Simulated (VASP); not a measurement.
# BeTe (F-43m) in VASP: single point with HSE06

Aim: the single point of BeTe with HSE06.

Program: VASP 6.6.1. These are calculated values, not measurements. Logs are shortened: lines on timing, memory, paths and dates and some standing lists are left out, and cuts for length are marked.

### 1 The cell of the first run

It takes space group F-43m (No. 216, cubic). The conventional cell has a = 5.665 Å, b = 5.665 Å, c = 5.665 Å, α = 90.00°, β = 90.00°, γ = 90.00°. Within 3.2 Å of Be (site symmetry -43m) lie 4 Te at 2.45 Å. Within 3.2 Å of Te (site symmetry -43m) lie 4 Be at 2.45 Å.

### 2 Single point, HSE06

Input file POSCAR:

```
BeTe
1.0
    0.0000000000      2.8323125523      2.8323125523
    2.8323125523      0.0000000000      2.8323125523
    2.8323125523      2.8323125523      0.0000000000
Be Te
1 1
Direct
    0.0000000000      0.0000000000      0.0000000000
    0.2500000000      0.2500000000      0.2500000000
```

Input file INCAR.step1:

```
SYSTEM = BeTe
  PREC = Accurate
  ENCUT = 520
  EDIFF = 1E-5
  ISMEAR = 0
  SIGMA = 0.01
  LREAL = .FALSE.
  LASPH = .TRUE.
  NELM = 120
  ALGO = Normal
  ISIF = 2
  LWAVE = .TRUE.
  GGA = PE
  NBANDS = 11
  GGA_COMPAT = .FALSE.
```

Input file INCAR.step2:

```
SYSTEM = BeTe
  PREC = Accurate
  ENCUT = 520
  EDIFF = 1E-6
  ISMEAR = 0
  SIGMA = 0.01
  LREAL = .FALSE.
  LASPH = .TRUE.
  NELM = 120
  ALGO = Normal
  ISIF = 2
  LWAVE = .FALSE.
  LCHARG = .TRUE.
  GGA = PE
  LHFCALC = .TRUE.
  HFSCREEN = 0.2079
  PRECFOCK = Normal
  LELF = .TRUE.
  LVHAR = .TRUE.
  ISTART = 1
  NBANDS = 11
  GGA_COMPAT = .FALSE.
```

Input file KPOINTS:

```
regular mesh
0
G
  6 6 6
  0 0 0
```

Potentials or basis: VASP PAW PBE potentials, release 64 (Be, Te).

On the command line:

```sh
$ cat potpaw_PBE.64/Be/POTCAR potpaw_PBE.64/Te/POTCAR > POTCAR
$ cp INCAR.step1 INCAR
$ mpirun -np 1 vasp_std > vasp.out
$ cp INCAR.step2 INCAR
$ mpirun -np 1 vasp_std > vasp.out
```

OUTCAR:

```text
SYSTEM = BeTe
   PREC = Accurate
   ENCUT = 520
   EDIFF = 1E-6
   ISMEAR = 0
   LREAL = .FALSE.
   LASPH = .TRUE.
   NELM = 120
   ISIF = 2
   GGA = PE
   LHFCALC = .TRUE.
   HFSCREEN = 0.2079
   PRECFOCK = Normal
   ISTART = 1

 ion  position               nearest neighbor table
   1  0.000  0.000  0.000-   2 2.45   2 2.45   2 2.45   2 2.45
   2  0.250  0.250  0.250-   1 2.45   1 2.45   1 2.45   1 2.45

  LATTYP: Found a face centered cubic cell.
 ALAT       =     5.6646251046

  Lattice vectors:

 A1 = (   0.0000000000,   2.8323125523,   2.8323125523)
 A2 = (   2.8323125523,   0.0000000000,   2.8323125523)
 A3 = (   2.8323125523,   2.8323125523,   0.0000000000)

Analysis of symmetry for initial positions (statically):
=====================================================================
 Subroutine PRICEL returns:
 Original cell was already a primitive cell.

 Routine SETGRP: Setting up the symmetry group for a
 face centered cubic supercell.

 Subroutine GETGRP returns: Found 24 space group operations
 (whereof 24 operations were pure point group operations)
 out of a pool of 48 trial point group operations.

The static configuration has the point symmetry T_d .

Analysis of symmetry for dynamics (positions and initial velocities):
=====================================================================
 Subroutine PRICEL returns:
 Original cell was already a primitive cell.

 Routine SETGRP: Setting up the symmetry group for a
 face centered cubic supercell.

 Subroutine GETGRP returns: Found 24 space group operations
 (whereof 24 operations were pure point group operations)
 out of a pool of 48 trial point group operations.

The dynamic configuration has the point symmetry T_d .

 Subroutine INISYM returns: Found 24 space group operations
 (whereof 24 operations are pure point group operations),
 and found     1 'primitive' translations

----------------------------------------------------------------------------------------

                                     Primitive cell

  volume of cell :      45.4416

  direct lattice vectors                    reciprocal lattice vectors
     0.000000000  2.832312552  2.832312552    -0.176534189  0.176534189  0.176534189
     2.832312552  0.000000000  2.832312552     0.176534189 -0.176534189  0.176534189
     2.832312552  2.832312552  0.000000000     0.176534189  0.176534189 -0.176534189

  length of vectors
     4.005494824  4.005494824  4.005494824     0.305766185  0.305766185  0.305766185

  position of ions in fractional coordinates (direct lattice)
     0.000000000  0.000000000  0.000000000
[... 88 lines left out ...]
     AMIX     =   0.40;   BMIX     =  1.00
     AMIX_MAG =   1.60;   BMIX_MAG =  1.00
  volume/ion in A,a.u.               =      22.72       153.33
  Fermi-wavevector in a.u.,A,eV,Ry     =   0.917530  1.733880 11.454221  0.841861
  Thomas-Fermi vector in A             =   2.042509
   LORBIT       =      0    0 simple, 1 ext, 2 COOP (PROOUT), +10 PAW based schemes
   GGA     = PE    functional components
   LHFCALC =     T    Hartree Fock is set to
   PRECFOCK=normal    Normal, Fast or Accurate (Low or Medium for compatibility)
   ENCUT4O =  -1.0   cutoff for four orbital integrals eV
   NKREDX  =     1    reduce k-point grid by
   NKREDY  =     1    reduce k-point grid by
   NKREDZ  =     1    reduce k-point grid by
   AEXX    =    0.2500 exact exchange contribution
   HFSCREEN=    0.2079 screening length (either q_TF or 0.3 A-1)
   HFSCREENC=   0.2079 screening length for correlation (either q_TF or 0.3 A-1)
   ENCUTFOCK=  -1.0 apply spherical cutoff to Coloumb kernel
   IVDW    =     0    specifies the selected vdW correction
   LEPSILON=     F    determine dielectric tensor
   LRPA    =     F    only Hartree local field effects (RPA)
 non-spin polarized calculation
 Gauss-broadening in eV      SIGMA  =   0.01
  energy-cutoff  :      520.00
  volume of cell :       45.44
 maximum number of plane-waves:      1243
 NGX is ok and might be reduce to    30
  NGX = 24; NGY = 24; NGZ = 24

 number of electron       8.0000000 magnetization

 Free energy of the ion-electron system (eV)
  ---------------------------------------------------
  ext. energy  EPLUGINS =         0.00000000
  ---------------------------------------------------
  free energy    TOTEN  =        -8.74968198 eV

  energy without entropy =       -8.74968198  energy(sigma->0) =       -8.74968198

 E-fermi :   4.5110     XC(G=0):  -7.5112

 val. band max:        4.4243143787   @ k =   0.0000   0.0000   0.0000
 cond. band min:       7.1064532465   @ k =   0.5000   0.5000   0.0000
 fundamental gap:      2.6821388679
 Fermi energy:         4.5109673669

 k-point     1 :       0.0000    0.0000    0.0000
  band No.  band energies     occupation
      1      -8.9020      2.00000
      2       4.4243      2.00000
      3       4.4243      2.00000
      4       4.4243      2.00000
      5       8.8852      0.00000
      6       8.9107      0.00000
      7       8.9107      0.00000
      8       8.9107      0.00000
      9      13.7577      0.00000
     10      15.6748      0.00000
     11      15.6749      0.00000
[... 197 lines left out ...]
 k-point    16 :      -0.3333    0.5000    0.1667
  band No.  band energies     occupation
      1      -6.8646      2.00000
      2      -0.7742      2.00000
      3       0.8333      2.00000
      4       1.1789      2.00000
      5       8.9159      0.00000
      6       9.5307      0.00000
      7      12.7708      0.00000
      8      13.0961      0.00000
      9      16.5534      0.00000
     10      17.3685      0.00000
     11      18.4492      0.00000

------------------------ aborting loop because EDIFF is reached ----------------------------------------

  FORCE on cell =-STRESS in cart. coord.  units (eV):
  Direction    XX          YY          ZZ          XY          YZ          ZX
  --------------------------------------------------------------------------------------
  -------------------------------------------------------------------------------------
  Total       -0.3319462     -0.3319462     -0.3319462     -0.0000000      0.0000000     -0.0000000
  in kB      -11.7037433    -11.7037433    -11.7037433     -0.0000000      0.0000000     -0.0000000
  external PRESSURE =     -11.7037433 kB  Pullay stress =       0.0000000 kB

 VOLUME and BASIS-vectors are now :
 -----------------------------------------------------------------------------
  energy-cutoff  :      520.00
  volume of cell :       45.44
      direct lattice vectors                 reciprocal lattice vectors
     0.000000000  2.832312552  2.832312552    -0.176534189  0.176534189  0.176534189
     2.832312552  0.000000000  2.832312552     0.176534189 -0.176534189  0.176534189
     2.832312552  2.832312552  0.000000000     0.176534189  0.176534189 -0.176534189

 POSITION                                       TOTAL-FORCE (eV/Angst)
 -----------------------------------------------------------------------------------
      0.00000      0.00000      0.00000         0.000000      0.000000      0.000000
      1.41616      1.41616      1.41616        -0.000000     -0.000000     -0.000000
 -----------------------------------------------------------------------------------
    total drift:                                0.000000      0.000001      0.000000

  FREE ENERGIE OF THE ION-ELECTRON SYSTEM (eV)
  ---------------------------------------------------
  free  energy   TOTEN  =        -8.7496819844 eV

  energy  without entropy=       -8.7496819844  energy(sigma->0) =       -8.74968198
```

Run time: 18 min. Hardware: 1 thread of Oxide Virtual Turin-like, shared host; peak memory 0.27 GiB.

What came out:

- Free energy: -8.7497 eV
- Pressure: -1.2 GPa
- Band gap on the k mesh: 2.68 eV (least direct gap 4.46 eV)

Caveat: the PAW data sets were made with another functional, which shifts forces and pressure a little; spin-orbit coupling is left out, which moves the levels of the heavy elements. A k mesh can miss the band edges.
